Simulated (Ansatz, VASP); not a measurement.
## Two plane-wave programs on Al4P

```xyz
5
Lattice="-3.0286 3.0286 2.8361 3.0286 -3.0286 2.8361 3.0286 3.0286 -2.8361" Properties=species:S:1:pos:R:3 pbc="T T T"
Al    1.7005    1.7005    0.0000
Al    1.3281    1.3281    2.8361
Al    1.3281   -1.3281    2.8361
Al   -1.3281    1.3281    2.8361
P     0.0000    0.0000    0.0000
```

Alike in both runs: functional PBE; k mesh 10 × 10 × 10; occupations gaussian, width 0.1 eV; no spin polarisation.

Ansatz relaxed the structure, and its values are those at the end. VASP's run is a single point on that final structure, the one shown.

```csv
,VASP,Ansatz
version,VASP 6.6.1,Ansatz 0.2.0
potentials or method,"VASP PAW PBE potentials, release 64 (Al, P), cutoff 520 eV","scalar-relativistic, plane waves, PAW"
valence electrons in the cell,17,17
```

VASP gave:

- gap on the k mesh at the Fermi level (eV): none
- pressure (GPa): -0.1

Q: Estimate Ansatz's values.

A: gap on the k mesh at the Fermi level (eV): none; pressure (GPa): 0.0.

A gap of «none» marks a metal or a gap that the smearing closes.
